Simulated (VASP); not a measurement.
# RbCl (Fm-3m) in VASP: further runs

RbCl is run at these levels: r2SCAN, revPBE+D3(BJ), RPBE; tasks: single point, relaxation of cell and atoms.

All numbers are computed with VASP 6.6.1; they aren't measurements. Logs are shortened: lines on timing, memory, paths and dates and some standing lists are left out, and cuts for length are marked.

### 1 The cell of the first run

The structure is cubic, space group Fm-3m (No. 225). The conventional cell has a = 6.613 Å, b = 6.613 Å, c = 6.613 Å, α = 90.00°, β = 90.00°, γ = 90.00°. Within 4.3 Å of Rb (site symmetry m-3m) lie 6 Cl at 3.31 Å. Within 4.3 Å of Cl (site symmetry m-3m) lie 6 Rb at 3.31 Å.

### 2 Single point, r2SCAN

Contents of POSCAR:

```
RbCl
1.0
    0.0000000000      3.3064211027      3.3064211027
    3.3064211027      0.0000000000      3.3064211027
    3.3064211027      3.3064211027      0.0000000000
Rb Cl
1 1
Direct
    0.0000000000      0.0000000000      0.0000000000
    0.5000000000      0.5000000000      0.5000000000
```

Contents of INCAR.step1:

```
SYSTEM = RbCl
PREC = Accurate
ENCUT = 550
ISMEAR = 0
SIGMA = 0.01
LREAL = .False.
LASPH = .True.
NELM = 120
NBANDS = 15
GGA = PE
ALGO = Normal
EDIFF = 1E-5
LWAVE = .True.
LCHARG = .False.
GGA_COMPAT = .False.
```

Contents of INCAR.step2:

```
SYSTEM = RbCl
PREC = Accurate
ENCUT = 550
EDIFF = 1E-6
ISMEAR = 0
SIGMA = 0.01
LREAL = .False.
LASPH = .True.
NELM = 120
ALGO = Normal
ISIF = 2
LWAVE = .False.
LCHARG = .False.
METAGGA = R2SCAN
LMIXTAU = .True.
NBANDS = 15
ISTART = 1
GGA_COMPAT = .False.
```

Contents of KPOINTS:

```
Automatic mesh
0
Gamma
  6 6 6
  0 0 0
```

Potentials or basis: VASP PAW PBE potentials, release 64 (Rb_sv, Cl).

Run with:

```
$ cat potpaw_PBE.64/Rb_sv/POTCAR potpaw_PBE.64/Cl/POTCAR > POTCAR
$ cp INCAR.step1 INCAR
$ mpirun -np 1 vasp_std > vasp.out
$ cp INCAR.step2 INCAR
$ mpirun -np 1 vasp_std > vasp.out
```

OUTCAR:

```text
SYSTEM = RbCl
   PREC = Accurate
   ENCUT = 550
   EDIFF = 1E-6
   ISMEAR = 0
   LREAL = .False.
   LASPH = .True.
   NELM = 120
   ISIF = 2
   METAGGA = R2SCAN
   ISTART = 1

 ion  position               nearest neighbor table
   1  0.000  0.000  0.000-   2 3.31   2 3.31   2 3.31   2 3.31   2 3.31   2 3.31
   2  0.500  0.500  0.500-   1 3.31   1 3.31   1 3.31   1 3.31   1 3.31   1 3.31

  LATTYP: Found a face centered cubic cell.
 ALAT       =     6.6128422054

  Lattice vectors:

 A1 = (   0.0000000000,   3.3064211027,   3.3064211027)
 A2 = (   3.3064211027,   0.0000000000,   3.3064211027)
 A3 = (   3.3064211027,   3.3064211027,   0.0000000000)

Analysis of symmetry for initial positions (statically):
=====================================================================
 Subroutine PRICEL returns:
 Original cell was already a primitive cell.

 Routine SETGRP: Setting up the symmetry group for a
 face centered cubic supercell.

 Subroutine GETGRP returns: Found 48 space group operations
 (whereof 48 operations were pure point group operations)
 out of a pool of 48 trial point group operations.

The static configuration has the point symmetry O_h .

Analysis of symmetry for dynamics (positions and initial velocities):
=====================================================================
 Subroutine PRICEL returns:
 Original cell was already a primitive cell.

 Routine SETGRP: Setting up the symmetry group for a
 face centered cubic supercell.

 Subroutine GETGRP returns: Found 48 space group operations
 (whereof 48 operations were pure point group operations)
 out of a pool of 48 trial point group operations.

The dynamic configuration has the point symmetry O_h .

 Subroutine INISYM returns: Found 48 space group operations
 (whereof 48 operations are pure point group operations),
 and found     1 'primitive' translations

----------------------------------------------------------------------------------------

                                     Primitive cell

  volume of cell :      72.2944

  direct lattice vectors                    reciprocal lattice vectors
     0.000000000  3.306421103  3.306421103    -0.151220908  0.151220908  0.151220908
     3.306421103  0.000000000  3.306421103     0.151220908 -0.151220908  0.151220908
     3.306421103  3.306421103  0.000000000     0.151220908  0.151220908 -0.151220908

  length of vectors
     4.675985566  4.675985566  4.675985566     0.261922295  0.261922295  0.261922295

  position of ions in fractional coordinates (direct lattice)
     0.000000000  0.000000000  0.000000000
[... 79 lines left out ...]
   PSTRESS=    0.0 pullay stress
   NELECT =      16.0000    total number of electrons
   NUPDOWN=      -1.0000    fix difference up-down
   EMIN   =  10.00;   EMAX   =-10.00  energy-range for DOS
   EFERMI =   0.00;   METHOD = LEGACY
   ISMEAR =     0;   SIGMA  =   0.01  broadening in eV -4-tet -1-fermi 0-gaus
   EFERMI_NEDOS =   21; number of points for ismear=-14 and -15
   IALGO  =     38    algorithm
   IMIX   =      4    mixing-type and parameters
     AMIX     =   0.40;   BMIX     =  1.00
     AMIX_MAG =   1.60;   BMIX_MAG =  1.00
  volume/ion in A,a.u.               =      36.15       243.93
  Fermi-wavevector in a.u.,A,eV,Ry     =   0.990254  1.871309 13.341917  0.980603
  Thomas-Fermi vector in A             =   2.121911
   LORBIT       =      0    0 simple, 1 ext, 2 COOP (PROOUT), +10 PAW based schemes
   METAGGA = R2SCAN    functional components
   LHFCALC =     F    Hartree Fock is set to
   AEXX    =    0.0000 exact exchange contribution
   IVDW    =     0    specifies the selected vdW correction
   LEPSILON=     F    determine dielectric tensor
   LRPA    =     F    only Hartree local field effects (RPA)
 non-spin polarized calculation
 Gauss-broadening in eV      SIGMA  =   0.01
  energy-cutoff  :      550.00
  volume of cell :       72.29
 maximum number of plane-waves:      2138
   NGX = 17   NGY = 17   NGZ = 17

 number of electron      16.0000002 magnetization

 Free energy of the ion-electron system (eV)
  ---------------------------------------------------
  ext. energy  EPLUGINS =         0.00000000
  ---------------------------------------------------
  free energy    TOTEN  =       -24.38565395 eV

  energy without entropy =      -24.38565395  energy(sigma->0) =      -24.38565395

 E-fermi :  -2.3067     XC(G=0):  -7.7160

 val. band max:       -2.3494125655   @ k =   0.0000   0.0000   0.0000
 cond. band min:       3.2055417873   @ k =   0.0000   0.0000   0.0000
 fundamental gap:      5.5549543528
 Fermi energy:        -2.3066959594

 k-point     1 :       0.0000    0.0000    0.0000
  band No.  band energies     occupation
      1     -27.0220      2.00000
      2     -14.8829      2.00000
      3     -10.5248      2.00000
      4     -10.5248      2.00000
      5     -10.5248      2.00000
      6      -2.3494      2.00000
      7      -2.3494      2.00000
      8      -2.3494      2.00000
      9       3.2055      0.00000
     10       6.2565      0.00000
     11       6.2565      0.00000
     12       6.2565      0.00000
     13       7.4188      0.00000
     14       7.4188      0.00000
[... 257 lines left out ...]
      2     -14.8594      2.00000
      3     -10.7308      2.00000
      4     -10.6570      2.00000
      5     -10.5402      2.00000
      6      -2.6916      2.00000
      7      -2.6386      2.00000
      8      -2.5291      2.00000
      9       5.0250      0.00000
     10       6.6760      0.00000
     11       7.2462      0.00000
     12       8.3442      0.00000
     13       9.3513      0.00000
     14      10.1439      0.00000
     15      10.6024      0.00000

------------------------ aborting loop because EDIFF is reached ----------------------------------------

  FORCE on cell =-STRESS in cart. coord.  units (eV):
  Direction    XX          YY          ZZ          XY          YZ          ZX
  --------------------------------------------------------------------------------------
  -------------------------------------------------------------------------------------
  Total        0.0103244      0.0103244      0.0103244      0.0000000     -0.0000000      0.0000000
  in kB        0.2288085      0.2288085      0.2288085      0.0000000     -0.0000000      0.0000000
  external PRESSURE =       0.2288085 kB  Pullay stress =       0.0000000 kB

 VOLUME and BASIS-vectors are now :
 -----------------------------------------------------------------------------
  energy-cutoff  :      550.00
  volume of cell :       72.29
      direct lattice vectors                 reciprocal lattice vectors
     0.000000000  3.306421103  3.306421103    -0.151220908  0.151220908  0.151220908
     3.306421103  0.000000000  3.306421103     0.151220908 -0.151220908  0.151220908
     3.306421103  3.306421103  0.000000000     0.151220908  0.151220908 -0.151220908

 POSITION                                       TOTAL-FORCE (eV/Angst)
 -----------------------------------------------------------------------------------
      0.00000      0.00000      0.00000         0.000000      0.000000      0.000000
      3.30642      3.30642      3.30642        -0.000000     -0.000000     -0.000000
 -----------------------------------------------------------------------------------
    total drift:                                0.000000      0.000000      0.000000

  FREE ENERGIE OF THE ION-ELECTRON SYSTEM (eV)
  ---------------------------------------------------
  free  energy   TOTEN  =       -24.3856539500 eV

  energy  without entropy=      -24.3856539500  energy(sigma->0) =      -24.38565395
```

OUTCAR.step1:

```text
SYSTEM = RbCl
   PREC = Accurate
   ENCUT = 550
   ISMEAR = 0
   LREAL = .False.
   LASPH = .True.
[... 498 lines left out ...]
      0.00000      0.00000      0.00000        -0.000000     -0.000000     -0.000000
      3.30642      3.30642      3.30642         0.000000      0.000000      0.000000
 -----------------------------------------------------------------------------------
    total drift:                                0.000000      0.000000      0.000000

  FREE ENERGIE OF THE ION-ELECTRON SYSTEM (eV)
  ---------------------------------------------------
  free  energy   TOTEN  =        -6.6701836760 eV

  energy  without entropy=       -6.6701836760  energy(sigma->0) =       -6.67018368
```

OSZICAR.step1:

```text
N       E                     dE             d eps       ncg     rms          rms(c)
DAV:   1     0.830703382568E+02    0.83070E+02   -0.72631E+03   480   0.980E+02
DAV:   2    -0.186110394100E+01   -0.84931E+02   -0.78042E+02   721   0.171E+02
DAV:   3    -0.691421653805E+01   -0.50531E+01   -0.50182E+01   613   0.433E+01
DAV:   4    -0.703658605492E+01   -0.12237E+00   -0.12234E+00   733   0.629E+00
DAV:   5    -0.703719640097E+01   -0.61035E-03   -0.61033E-03   641   0.479E-01    0.312E+00
DAV:   6    -0.667701602850E+01    0.36018E+00   -0.49948E-01   578   0.345E+00    0.238E+00
DAV:   7    -0.665422282762E+01    0.22793E-01   -0.12087E-01   641   0.184E+00    0.142E+00
DAV:   8    -0.666841130395E+01   -0.14188E-01   -0.17719E-02   586   0.819E-01    0.172E-01
DAV:   9    -0.666956058643E+01   -0.11493E-02   -0.14420E-03   606   0.206E-01    0.102E-01
DAV:  10    -0.667016031333E+01   -0.59973E-03   -0.52169E-04   508   0.144E-01    0.153E-02
DAV:  11    -0.667017758263E+01   -0.17269E-04   -0.25777E-05   605   0.334E-02    0.118E-02
DAV:  12    -0.667018367601E+01   -0.60934E-05   -0.13311E-05   500   0.215E-02
   1 F= -.66701837E+01 E0= -.66701837E+01  d E =-.976027E-38
```

Wall time 2.4 min (1 thread of Intel Xeon 8259CL, shared host); peak memory 0.21 GiB.

What came out:

| Property | Result |
| --- | --- |
| Free energy | -24.3857 eV |
| Pressure | 0.0 GPa |
| Band gap on the k mesh | 5.55 eV |

Levels at points of the mesh, in eV from the valence-band top:
| k point | band 6 | band 7 | band 8 | band 9 | band 10 | band 11 |
| --- | --- | --- | --- | --- | --- | --- |
| (0.00, 0.00, 0.00) | 0.00 | 0.00 | 0.00 | 5.55 | 8.61 | 8.61 |
| (0.50, 0.00, 0.00) | -0.83 | -0.32 | -0.32 | 8.17 | 8.48 | 10.85 |
| (0.50, 0.50, 0.00) | -0.33 | -0.10 | -0.10 | 6.67 | 8.84 | 10.14 |

Caveat: the PAW data sets were made with another functional, which shifts forces and pressure a little. r2SCAN opens gaps a little over a GGA but as a rule still falls short of measured ones.

### 3 Relaxation of cell and atoms, revPBE+D3(BJ)

This run uses another cell than the first one, of 35.09 Å³/atom.

Contents of INCAR:

```
SYSTEM = RbCl
PREC = Accurate
ENCUT = 500
EDIFF = 1E-7
ISMEAR = 0
SIGMA = 0.01
LREAL = .False.
LASPH = .True.
NELM = 120
ALGO = Normal
ISIF = 3
LWAVE = .False.
LCHARG = .False.
GGA = RE
IVDW = 12
IBRION = 2
NSW = 80
EDIFFG = -0.02
GGA_COMPAT = .False.
NELMIN = 4
```

Contents of KPOINTS:

```
regular mesh
0
Gamma
  6 6 6
  0 0 0
```

Contents of POSCAR:

```
RbCl
1.0
    0.0000000000      3.2740000000      3.2740000000
    3.2740000000      0.0000000000      3.2740000000
    3.2740000000      3.2740000000      0.0000000000
Rb Cl
1 1
Direct
    0.0000000000      0.0000000000      0.0000000000
    0.5000000000      0.5000000000      0.5000000000
```

Potentials or basis: VASP PAW PBE potentials, release 64 (Rb_sv, Cl).

Run with:

```
$ cat potpaw_PBE.64/Rb_sv/POTCAR potpaw_PBE.64/Cl/POTCAR > POTCAR
$ mpirun -np 1 vasp_std > vasp.out
```

It took 71 s on 1 thread of Intel Xeon 8259CL, shared host; peak memory 0.22 GiB.

Results (log left out):

- Free energy: -6.9653 eV
- Relaxed volume: 37.10 Å³/atom
- Relaxed cell: a = 4.717 Å, b = 4.717 Å, c = 4.717 Å, α = 60.00°, β = 60.00°, γ = 60.00°
- Space group after relaxing (to 0.1 Å): Fm-3m (No. 225)
- Energy gained by relaxing: 4.8 meV/atom
- Ionic steps: 3
- Pressure after relaxing: 0.0 GPa
- Band gap on the k mesh: 5.18 eV
- Dispersion energy per atom: -0.310 eV

Step by step:
```tsv
step	energy change (eV)	largest force (eV/Å)	pressure (GPa)	volume (Å³)
1	0.0000	0.0000	0.85	70.19
2	-0.0073	0.0000	0.39	72.10
3	-0.0095	0.0000	-0.04	74.20
```

Final structure:
```yaml
crystal:
  lattice:
    - [0.00000, 3.33523, 3.33523]
    - [3.33523, 0.00000, 3.33523]
    - [3.33523, 3.33523, 0.00000]
  atoms:
    - { symbol: Rb, position: [0.00000, 0.00000, 0.00000] }
    - { symbol: Cl, position: [0.50000, 0.50000, 0.50000] }
```

Levels at points of the mesh, in eV from the valence-band top:
| k point | band 4 | band 5 | band 6 | band 7 | band 8 | band 9 | band 10 | band 11 | band 12 |
| --- | --- | --- | --- | --- | --- | --- | --- | --- | --- |
| (0.00, 0.00, 0.00) | -8.12 | -8.12 | 0.00 | 0.00 | 0.00 | 5.18 | 8.14 | 8.14 | 8.14 |
| (0.50, 0.00, 0.00) | -8.13 | -8.10 | -0.76 | -0.30 | -0.30 | 7.91 | 8.08 | 10.14 | 10.14 |
| (0.50, 0.50, 0.00) | -8.20 | -8.20 | -0.31 | -0.10 | -0.10 | 6.48 | 8.10 | 9.82 | 10.04 |

Caveat: the PAW data sets were made with another functional, which shifts forces and pressure a little. Expect the measured gap to be larger: semilocal functionals such as revPBE lack the derivative discontinuity.

### 4 Relaxation of cell and atoms, RPBE

This run uses another cell than the first one, of 35.09 Å³/atom.

Contents of INCAR:

```
ALGO     = Normal         # electronic algorithm
EDIFF    = 1E-7           # SCF threshold, eV
EDIFFG   = -0.02          # ionic threshold
ENCUT    = 500            # plane-wave cutoff, eV
GGA      = RP             # functional
GGA_COMPAT= F            
IBRION   = 2              # ionic algorithm
ISIF     = 3              # what is computed and relaxed
ISMEAR   = 0              # smearing method
LASPH    = T              # aspherical terms in the spheres
LCHARG   = F              # write CHGCAR
LREAL    = F              # projectors in reciprocal space
LWAVE    = F              # write WAVECAR
NELM     = 120            # most SCF steps
NELMIN   = 4            
NSW      = 80             # ionic steps
PREC     = Accurate       # precision mode
SIGMA    = 0.01           # smearing width, eV
```

Contents of KPOINTS:

```
k-points
0
Gamma
  6 6 6
```

POSCAR is that of step 3.

Run with:

```
$ cat potpaw_PBE.64/Rb_sv/POTCAR potpaw_PBE.64/Cl/POTCAR > POTCAR
$ mpirun -np 1 vasp_std > vasp.out
```

It took 80 s on 1 thread of Intel Xeon 8259CL, shared host; peak memory 0.22 GiB.

The run converged. Its results:

```
Free energy                           : -6.3798 eV
Relaxed volume                        : 41.15 Å³/atom
Relaxed cell                          : a = 4.882 Å, b = 4.882 Å, c = 4.882 Å, α = 60.00°, β = 60.00°, γ = 60.00°
Space group after relaxing (to 0.1 Å) : Fm-3m (No. 225)
Energy gained by relaxing             : 43.2 meV/atom
Ionic steps                           : 4
Pressure after relaxing               : 0.0 GPa
Band gap on the k mesh                : 4.87 eV
```

Step by step:
```csv
step,energy change (eV),largest force (eV/Å),pressure (GPa),volume (Å³)
1,0.0000,0.0000,2.64,70.19
2,-0.0673,0.0000,1.06,76.22
3,-0.0856,0.0000,0.19,81.10
4,-0.0864,0.0000,0.02,82.29
```

Final structure:
```
Rb Cl
1.0
     0.00000    3.45235    3.45235
     3.45235    0.00000    3.45235
     3.45235    3.45235    0.00000
Rb Cl
1 1
Direct
  0.00000 0.00000 0.00000
  0.50000 0.50000 0.50000
```

Levels at points of the mesh, in eV from the valence-band top:
| k point | band 5 | band 6 | band 7 | band 8 | band 9 | band 10 | band 11 | band 12 |
| --- | --- | --- | --- | --- | --- | --- | --- | --- |
| (0.00, 0.00, 0.00) | -8.40 | 0.00 | 0.00 | 0.00 | 4.87 | 8.03 | 8.03 | 8.03 |
| (0.50, 0.00, 0.00) | -8.39 | -0.63 | -0.22 | -0.22 | 7.55 | 7.67 | 9.76 | 9.76 |
| (0.50, 0.50, 0.00) | -8.46 | -0.30 | -0.10 | -0.10 | 6.49 | 7.67 | 9.24 | 9.81 |

Caveat: the volume moved by over 15 % at a fixed basis, so the end points are rough; the PAW data sets were made with another functional, which shifts forces and pressure a little. Zero-point motion and thermal expansion aren't in these numbers.

(Continued in part 2 of 2.)
